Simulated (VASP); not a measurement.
# TaN (I4mm) in VASP: single point with LDA

Aim: the single point of TaN with LDA.

Program: VASP 6.6.1. These are calculated values, not measurements. Logs are shortened: lines on timing, memory, paths and dates and some standing lists are left out, and cuts for length are marked.

### 1 The cell of the first run

Symmetry: I4mm, No. 107, tetragonal system. Conventional cell: a = 3.100 Å, b = 3.100 Å, c = 4.384 Å, α = 90.00°, β = 90.00°, γ = 90.00°. Ta (site symmetry 4mm) has 6 N at 2.13 to 2.26 Å within 2.8 Å. N (site symmetry 4mm) has 6 Ta at 2.13 to 2.26 Å within 2.8 Å.

### 2 Single point, LDA (atoms displaced along a vibrational mode, the cell strained)

The input, INCAR:

```
SYSTEM = TaN
ALGO     = Normal         ! electronic algorithm
EDIFF    = 1E-6           ! SCF threshold, eV
ENCUT    = 600            ! plane-wave cutoff, eV
GGA      = CA             ! functional
GGA_COMPAT= .FALSE.      
ISIF     = 2              ! what is computed and relaxed
ISMEAR   = 0              ! smearing method
LASPH    = .TRUE.         ! aspherical terms in the spheres
LCHARG   = .FALSE.        ! write CHGCAR
LREAL    = .FALSE.        ! projectors in reciprocal space
LWAVE    = .FALSE.        ! write WAVECAR
NBANDS   = 16             ! bands
NELM     = 120            ! most SCF steps
PREC     = Accurate       ! precision mode
SIGMA    = 0.15           ! smearing width, eV
```

The input, KPOINTS:

```
k-points
0
G
  18 18 18
  0 0 0
```

The input, POSCAR:

```
TaN
1.0
    0.0000000000      2.1918784864      2.1918784864
    2.1918784864      0.0000000000      2.1918784864
    2.1918784864      2.1918784864      0.0000000000
Ta N
1 1
Direct
    0.4989139126      0.5010860874      0.5010860874
    0.0140304995     -0.0140304995     -0.0140304995
```

Potentials or basis: VASP PAW LDA potentials, release 64 (Ta_sv_GW, N).

Started as:

```
cat potpaw_LDA.64/Ta_sv_GW/POTCAR potpaw_LDA.64/N/POTCAR > POTCAR
mpirun -np 1 vasp_std > vasp.out
```

OUTCAR:

```text
SYSTEM = TaN
   EDIFF = 1E-6
   ENCUT = 600
   GGA = CA
   ISIF = 2
   ISMEAR = 0
   LASPH = .TRUE.
   LREAL = .FALSE.
   NELM = 120
   PREC = Accurate

 ion  position               nearest neighbor table
   1  0.499  0.501  0.501-   2 2.13   2 2.19   2 2.19   2 2.19   2 2.19   2 2.26
   2  0.014  0.986  0.986-   1 2.13   1 2.19   1 2.19   1 2.19   1 2.19   1 2.26

  LATTYP: Found a face centered cubic cell.
 ALAT       =     4.3837569728

  Lattice vectors:

 A1 = (   0.0000000000,   2.1918784864,   2.1918784864)
 A2 = (   2.1918784864,   0.0000000000,   2.1918784864)
 A3 = (   2.1918784864,   2.1918784864,   0.0000000000)

Analysis of symmetry for initial positions (statically):
=====================================================================
 Subroutine PRICEL returns:
 Original cell was already a primitive cell.

 Routine SETGRP: Setting up the symmetry group for a
 face centered cubic supercell.

 Subroutine GETGRP returns: Found  8 space group operations
 (whereof  8 operations were pure point group operations)
 out of a pool of 48 trial point group operations.

The static configuration has the point symmetry C_4v.

Analysis of symmetry for dynamics (positions and initial velocities):
=====================================================================
 Subroutine PRICEL returns:
 Original cell was already a primitive cell.

 Routine SETGRP: Setting up the symmetry group for a
 face centered cubic supercell.

 Subroutine GETGRP returns: Found  8 space group operations
 (whereof  8 operations were pure point group operations)
 out of a pool of 48 trial point group operations.

The dynamic configuration has the point symmetry C_4v.

 Subroutine INISYM returns: Found  8 space group operations
 (whereof  8 operations are pure point group operations),
 and found     1 'primitive' translations

----------------------------------------------------------------------------------------

                                     Primitive cell

  volume of cell :      21.0610

  direct lattice vectors                    reciprocal lattice vectors
     0.000000000  2.191878486  2.191878486    -0.228114835  0.228114835  0.228114835
     2.191878486  0.000000000  2.191878486     0.228114835 -0.228114835  0.228114835
     2.191878486  2.191878486  0.000000000     0.228114835  0.228114835 -0.228114835

  length of vectors
     3.099784283  3.099784283  3.099784283     0.395106485  0.395106485  0.395106485

  position of ions in fractional coordinates (direct lattice)
     0.498913913  0.501086087  0.501086087
     0.014030500  0.985969500  0.985969500

  ion indices of the primitive-cell ions
   primitive index   ion index
                 1           1
                 2           2

----------------------------------------------------------------------------------------

 KPOINTS: k-points

Automatic generation of k-mesh.
 Grid dimensions read from file:
 generate k-points for:   18   18   18

 Generating k-lattice:

  Cartesian coordinates                     Fractional coordinates (reciprocal lattice)
    -0.012673046  0.012673046  0.012673046     0.055555556  0.000000000  0.000000000
     0.012673046 -0.012673046  0.012673046     0.000000000  0.055555556  0.000000000
     0.012673046  0.012673046 -0.012673046     0.000000000  0.000000000  0.055555556

  Length of vectors
     0.021950360  0.021950360  0.021950360

  Shift w.r.t. Gamma in fractional coordinates (k-lattice)
     0.000000000  0.000000000  0.000000000

 Subroutine IBZKPT returns following result:
 ===========================================

 Found    480 irreducible k-points:

 Following reciprocal coordinates:
            Coordinates               Weight
  0.000000  0.000000  0.000000      1.000000
  0.055556  0.000000  0.000000      8.000000
  0.111111  0.000000  0.000000      8.000000
  0.166667  0.000000  0.000000      8.000000
  0.222222  0.000000  0.000000      8.000000
  0.277778  0.000000  0.000000      8.000000
[... 16 lines left out ...]
  0.388889  0.055556  0.000000     16.000000
  0.000000  0.388889  0.055556      8.000000
 [... further k-points ...]
   k-points           NKPTS =    480   k-points in BZ     NKDIM =    480   number of bands    NBANDS=     16
   number of dos      NEDOS =    301   number of ions     NIONS =      2
   total plane-waves  NPLWV =  21952
   dimension x,y,z NGX =    28 NGY =   28 NGZ =   28
   dimension x,y,z NGXF=    56 NGYF=   56 NGZF=   56
   ions per type =               1   1
   NGX,Y,Z   is equivalent  to a cutoff of  15.02, 15.02, 15.02 a.u.
   NGXF,Y,Z  is equivalent  to a cutoff of  30.03, 30.03, 30.03 a.u.
 SYSTEM =  TaN
   PREC   = accura    normal or accurate (medium, high low for compatibility)
   ISTART =      0    job   : 0-new  1-cont  2-samecut
   ICHARG =      2    charge: 1-file 2-atom 10-const
   ISPIN  =      1    spin polarized calculation?
   LNONCOLLINEAR =      F non collinear calculations
   LSORBIT =      F    spin-orbit coupling
   LASPH  =      T    aspherical Exc in radial PAW
   ENCUT  =  600.0 eV  44.10 Ry    6.64 a.u.   6.19  6.19  6.19*2*pi/ulx,y,z
   NELM   =    120;   NELMIN=  2; NELMDL= -5     # of ELM steps
   EDIFF  = 0.1E-05   stopping-criterion for ELM
   LREAL  =      F    real-space projection
   EDIFFG = 0.1E-04   stopping-criterion for IOM
   NSW    =      0    number of steps for IOM
   IBRION =     -1    ionic relax: 0-MD 1-quasi-New 2-CG
   NFREE  =      0    steps in history (QN), initial steepest desc. (CG)
   ISIF   =      2    stress and relaxation
   ISYM   =      2    0-nonsym 1-usesym 2-fastsym
   POTIM  = 0.5000    time-step for ionic-motion
   TEBEG  =    0.0;   TEEND  =   0.0 temperature during run
   PSTRESS=    0.0 pullay stress
   NELECT =      18.0000    total number of electrons
   NUPDOWN=      -1.0000    fix difference up-down
   EMIN   =  10.00;   EMAX   =-10.00  energy-range for DOS
   EFERMI =   0.00;   METHOD = LEGACY
   ISMEAR =     0;   SIGMA  =   0.15  broadening in eV -4-tet -1-fermi 0-gaus
   EFERMI_NEDOS =   21; number of points for ismear=-14 and -15
   IALGO  =     38    algorithm
   IMIX   =      4    mixing-type and parameters
     AMIX     =   0.40;   BMIX     =  1.00
     AMIX_MAG =   1.60;   BMIX_MAG =  1.00
  volume/ion in A,a.u.               =      10.53        71.06
  Fermi-wavevector in a.u.,A,eV,Ry     =   1.553600  2.935878 32.840011  2.413673
  Thomas-Fermi vector in A             =   2.657807
   LORBIT       =      0    0 simple, 1 ext, 2 COOP (PROOUT), +10 PAW based schemes
   GGA     = CA    functional components
   LHFCALC =     F    Hartree Fock is set to
   AEXX    =    0.0000 exact exchange contribution
   IVDW    =     0    specifies the selected vdW correction
   LEPSILON=     F    determine dielectric tensor
   LRPA    =     F    only Hartree local field effects (RPA)
 non-spin polarized calculation
 Gauss-broadening in eV      SIGMA  =   0.15
  energy-cutoff  :      600.00
  volume of cell :       21.06
 maximum number of plane-waves:       725
 NGX is ok and might be reduce to    28
   NGX = 13   NGY = 13   NGZ = 13

 number of electron      18.0000000 magnetization

 Free energy of the ion-electron system (eV)
  ---------------------------------------------------
  ext. energy  EPLUGINS =         0.00000000
  ---------------------------------------------------
  free energy    TOTEN  =       -26.64745403 eV

  energy without entropy =      -26.63799560  energy(sigma->0) =      -26.64272482

 E-fermi :  13.6274     XC(G=0): -14.1157

 val. band max:       13.6229887614   @ k =   0.0000   0.2222   0.1111
 cond. band min:      13.6279238558   @ k =   0.0000   0.3889   0.0556
 fundamental gap:      0.0049350944
 Fermi energy:        13.6274159508

 k-point     1 :       0.0000    0.0000    0.0000
  band No.  band energies     occupation
      1     -55.4626      2.00000
      2     -21.8872      2.00000
      3     -21.8833      2.00000
      4     -21.8833      2.00000
      5      -5.0324      2.00000
      6       9.7081      2.00000
[... 8 lines left out ...]
     15      22.8802      0.00000
     16      37.9381      0.00000

 k-point     2 :       0.0556    0.0000    0.0000
  band No.  band energies     occupation
      1     -55.4607      2.00000
      2     -21.9145      2.00000
      3     -21.8883      2.00000
      4     -21.8860      2.00000
      5      -4.9547      2.00000
      6       9.2259      2.00000
[... 8 lines left out ...]
     15      23.1135      0.00000
     16      36.6568      0.00000

 k-point     3 :       0.1111    0.0000    0.0000
  band No.  band energies     occupation
      1     -55.4553      2.00000
      2     -21.9985      2.00000
      3     -21.8961      2.00000
      4     -21.8937      2.00000
      5      -4.7284      2.00000
      6       8.3993      2.00000
[... 8 lines left out ...]
     15      23.7734      0.00000
     16      34.6494      0.00000

 k-point     4 :       0.1667    0.0000    0.0000
  band No.  band energies     occupation
      1     -55.4472      2.00000
      2     -22.1250      2.00000
      3     -21.9078      2.00000
      4     -21.9054      2.00000
      5      -4.3728      2.00000
      6       7.4369      2.00000
[... 8 lines left out ...]
     15      24.7278      0.00000
     16      32.7249      0.00000
[... 324 lines left out ...]
 k-point    22 :       0.0000    0.3333    0.0556
  band No.  band energies     occupation
      1     -55.4189      2.00000
      2     -22.5278      2.00000
      3     -21.9642      2.00000
      4     -21.9489      2.00000
      5      -3.0379      2.00000
      6       4.8780      2.00000
[... 8 lines left out ...]
     15      25.8560      0.00000
     16      28.8101      0.00000

 k-point    23 :       0.3889    0.0556    0.0000
  band No.  band energies     occupation
      1     -55.4102      2.00000
      2     -22.6495      2.00000
      3     -21.9755      2.00000
      4     -21.9639      2.00000
      5      -2.5513      2.00000
      6       4.1617      2.00000
[... 8 lines left out ...]
     15      25.3673      0.00000
     16      27.4336      0.00000

 k-point    24 :       0.0000    0.3889    0.0556
  band No.  band energies     occupation
      1     -55.4101      2.00000
      2     -22.6500      2.00000
      3     -21.9737      2.00000
      4     -21.9654      2.00000
      5      -2.5499      2.00000
      6       4.1613      2.00000
[... 8 lines left out ...]
     15      25.3853      0.00000
     16      27.4205      0.00000

 [... further k-points ...]

------------------------ aborting loop because EDIFF is reached ----------------------------------------

  FORCE on cell =-STRESS in cart. coord.  units (eV):
  Direction    XX          YY          ZZ          XY          YZ          ZX
  --------------------------------------------------------------------------------------
  -------------------------------------------------------------------------------------
  Total       -0.7074247     -0.9984615     -0.9984615      0.0000000     -0.0000000      0.0000000
  in kB      -53.8159991    -75.9560687    -75.9560687      0.0000000     -0.0000000      0.0000000
  external PRESSURE =     -68.5760455 kB  Pullay stress =       0.0000000 kB

 VOLUME and BASIS-vectors are now :
 -----------------------------------------------------------------------------
  energy-cutoff  :      600.00
  volume of cell :       21.06
      direct lattice vectors                 reciprocal lattice vectors
     0.000000000  2.191878486  2.191878486    -0.228114835  0.228114835  0.228114835
     2.191878486  0.000000000  2.191878486     0.228114835 -0.228114835  0.228114835
     2.191878486  2.191878486  0.000000000     0.228114835  0.228114835 -0.228114835

 POSITION                                       TOTAL-FORCE (eV/Angst)
 -----------------------------------------------------------------------------------
      2.19664      2.19188      2.19188        -0.518140      0.000000      0.000000
      4.32225      2.19188      2.19188         0.518140      0.000000      0.000000
 -----------------------------------------------------------------------------------
    total drift:                               -0.000073      0.000000      0.000000

  FREE ENERGIE OF THE ION-ELECTRON SYSTEM (eV)
  ---------------------------------------------------
  free  energy   TOTEN  =       -26.6474540288 eV

  energy  without entropy=      -26.6379956035  energy(sigma->0) =      -26.64272482
```

Wall time 2 min (1 thread of Intel Xeon Platinum 8488C (Sapphire Rapids), shared host); peak memory 0.34 GiB.

What came out:

| Quantity | Value |
| --- | --- |
| Free energy | -26.6475 eV |
| Pressure | -6.9 GPa |
| Largest force | 0.518 eV/Å |
| Band gap on the k mesh | zero (bands 9 and 10 overlap by 3.90 eV) |

Forces in eV/Å, atoms in the order of the input:
```
Ta  -0.518  0.000  0.000
N    0.518  0.000  0.000
```

Levels at points of the mesh, in eV from the Fermi level:
| k point | band 5 | band 6 | band 7 | band 8 | band 9 | band 10 | band 11 | band 12 | band 13 | band 14 |
| --- | --- | --- | --- | --- | --- | --- | --- | --- | --- | --- |
| (0.00, 0.00, 0.00) | -18.66 | -3.92 | -3.92 | -3.89 | -2.14 | -2.00 | -2.00 | 0.02 | 0.16 | 1.79 |
| (0.50, 0.00, 0.00) | -15.51 | -10.39 | -7.62 | -7.62 | 1.90 | 1.93 | 2.02 | 3.93 | 7.53 | 7.67 |
| (0.50, 0.50, 0.00) | -17.40 | -6.55 | -5.75 | -4.60 | -4.33 | 2.14 | 3.60 | 3.60 | 4.70 | 6.89 |
| (0.00, 0.50, 0.50) | -17.40 | -6.53 | -5.52 | -4.58 | -4.58 | 2.11 | 3.60 | 3.60 | 4.66 | 6.68 |

Caveat: the cell differs from its parent crystal (atoms displaced along a vibrational mode, the cell strained); the cell stands under tension; spin-orbit coupling is left out, which moves the levels of the heavy elements.
